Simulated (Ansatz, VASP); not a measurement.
**Two plane-wave programs on TiO2**

File INCAR:

```
SYSTEM = TiO2
ALGO     = Normal         ! electronic algorithm
EDIFF    = 1E-7           ! SCF threshold, eV
ENCUT    = 520            ! plane-wave cutoff, eV
GGA      = PE             ! functional
ISIF     = 2              ! what is computed and relaxed
ISMEAR   = 0              ! smearing method
LASPH    = .True.         ! aspherical terms in the spheres
LCHARG   = .True.         ! write CHGCAR
LDAU     = .True.         ! DFT+U
LDAUJ    = 0 0          
LDAUL    = 2 -1           ! shell
LDAUPRINT= 1            
LDAUTYPE = 2            
LDAUU    = 4 0            ! U, eV
LELF     = .True.         ! ELF
LMAXMIX  = 4              ! l up to which the mixer works
LREAL    = .False.        ! projectors in reciprocal space
LVHAR    = .True.       
LWAVE    = .False.        ! write WAVECAR
NBANDS   = 33             ! bands
NELM     = 150            ! most SCF steps
PREC     = Accurate       ! precision mode
SIGMA    = 0.05           ! smearing width, eV
```

Contents of KPOINTS:

```
k-points
0
Gamma
  8 8 8
  0 0 0
```

File POSCAR:

```
TiO2
1.0
   -2.0041000000      2.0041000000      5.1507000000
    2.0041000000     -2.0041000000      5.1507000000
    2.0041000000      2.0041000000     -5.1507000000
Ti O
2 4
Direct
    0.0000000000      0.0000000000      0.0000000000
    0.7500000000      0.2500000000      0.5000000000
    0.2052277854      0.2052277854      0.0000000000
    0.9552277854      0.4552277854      0.5000000000
    0.5447722146      0.0447722146      0.5000000000
    0.7947722146      0.7947722146      0.0000000000
```

Input for Ansatz:

```yaml
crystal:
  lattice:
    - [-2.0041, 2.0041, 5.1507]
    - [2.0041, -2.0041, 5.1507]
    - [2.0041, 2.0041, -5.1507]
  atoms:
    - { symbol: Ti, position: [0.0, 0.0, 0.0] }
    - { symbol: Ti, position: [0.75, 0.25, 0.5] }
    - { symbol: O, position: [0.2052277854, 0.2052277854, 0.0] }
    - { symbol: O, position: [0.9552277854, 0.4552277854, 0.5] }
    - { symbol: O, position: [0.5447722146, 0.0447722146, 0.5] }
    - { symbol: O, position: [0.7947722146, 0.7947722146, 0.0] }
basis:
  ecutwfc: 520.0
kpoints:
  mp_grid: { grid: [8, 8, 8] }
hamiltonian:
  xc: pbe
  pseudopotentials: { kind: paw, azcp: { folder: soft_1 } }
  hubbard: { sites: [{ species: Ti, l: d, u_eff: 4.0 }] }
scf:
  occupations: { method: gaussian, width: 0.05 }
output:
  forces: true
  stress: true
  eigenvalues: true
```

Alike in both runs: task single point; functional PBE; k mesh 8 × 8 × 8; occupations gaussian, width 0.05 eV; no spin polarisation; Hubbard terms Ti d U = 4.0 eV.

|  | VASP | Ansatz |
| --- | --- | --- |
| version | VASP 6.6.1 | Ansatz 0.2.0 |
| potentials or method | VASP PAW PBE potentials, release 64 (Ti_sv, O), cutoff 520 eV | scalar-relativistic, plane waves, PAW |
| valence electrons in the cell | 48 | 48 |

|  | VASP | Ansatz | Ansatz less VASP |
| --- | --- | --- | --- |
| gap on the k mesh at the Fermi level (eV) | 2.23 | 2.19 | -0.044 |
| least direct gap on the mesh (eV) | 2.47 | 2.43 | -0.045 |
| pressure (GPa) | -19.5 | -21.8 | -2.28 |
| traceless stress, the component that is largest in VASP (GPa) | -1.67 | -1.23 | +0.444 |
| rms of the force components (eV/Å) | 0.262 | 0.315 | +0.0525 |

The programs project onto different local orbitals, so the same U acts differently, and such runs can settle in different states. Atom by atom the forces differ by 0.053 eV/Å (rms over components).
